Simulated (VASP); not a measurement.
A run of VASP 6.6.1:

INCAR

```
PREC = Accurate ; ENCUT = 520
EDIFF = 1E-6 ; ISMEAR = 0
SIGMA = 0.1 ; LREAL = F
LASPH = T ; NELM = 150
ALGO = Fast ; ISIF = 2
LWAVE = F ; LCHARG = F
ISPIN = 2 ; MAGMOM = 1.85 1.85 1.85 1.85 0 0
LORBIT = 11 ; LMAXMIX = 4
GGA = PE ; NBANDS = 34
```

Contents of KPOINTS:

```
regular mesh
0
Gamma
  4 4 4
```

The input POSCAR:

```
Fe2Sb
1.0
    5.8023154330      0.0000000000      0.0000000000
    0.0000000000      5.8023154330      0.0000000000
    0.0000000000      0.0000000000      5.8023154330
Fe Sb
4 2
Direct
    0.2500000000      0.2500000000      0.2500000000
    0.2500000000      0.7500000000      0.7500000000
    0.7500000000      0.7500000000      0.2500000000
    0.7500000000      0.2500000000      0.7500000000
    0.0000000000      0.0000000000      0.0000000000
    0.5000000000      0.5000000000      0.5000000000
```

Potentials or basis: VASP PAW PBE potentials, release 64 (Fe, Sb).

Launch:

```sh
$ cat potpaw_PBE.64/Fe/POTCAR potpaw_PBE.64/Sb/POTCAR > POTCAR
$ mpirun -np 1 vasp_std > vasp.out
```

Hardware: 1 thread of Intel Xeon 8259CL, with other jobs on the host.

Task: How long does it take, and how much memory?

Result: Wall time 6.9 min on 1 thread of Intel Xeon 8259CL (shared host), peak memory 0.45 GiB. Counts: scf iterations 18, k points 10.
